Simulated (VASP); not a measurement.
A run of VASP 6.6.1 is set up as follows.

The input INCAR:

```
PREC = Accurate
ENCUT = 520
EDIFF = 1E-6
ISMEAR = -1
SIGMA = 0.05
LREAL = F
LASPH = T
NELM = 60
ALGO = Normal
ISIF = 2
LWAVE = F
LCHARG = T
GGA = CA
LELF = T
LVHAR = T
NBANDS = 28
```

KPOINTS

```
regular mesh
0
Gamma
  7 7 6
```

Contents of POSCAR:

```
SnO
1.0
    3.8389522158      0.0000000000      0.0000000000
    0.0000000000      3.8389522158      0.0000000000
    0.0000000000      0.0000000000      4.9192779074
Sn O
2 2
Direct
    0.5000000000      0.0000000000      0.7646261400
    0.0000000000      0.5000000000      0.2353738600
    0.0000000000      0.0000000000      0.0000000000
    0.5000000000      0.5000000000      0.0000000000
```

Potentials or basis: VASP PAW LDA potentials, release 64 (Sn_d, O).

Run with:

```bash
$ cat potpaw_LDA.64/Sn_d/POTCAR potpaw_LDA.64/O/POTCAR > POTCAR
$ mpirun -np 1 vasp_std > vasp.out
```

Question: Predict the band gap on the k mesh.

Answer: 0.50 eV (least direct gap 1.97 eV).

Question: Predict the largest force.

Answer: 0.392 eV/Å.

Forces on the atoms (eV/Å):
```
Sn   0.000  0.000  0.392
Sn   0.000  0.000 -0.392
O    0.000  0.000  0.000
O    0.000  0.000  0.000
```

Caveat: the cell stands under tension; spin-orbit coupling is left out, which moves the levels of the heavy elements; an odd mesh through Γ misses points on the zone boundary, where band edges can lie.
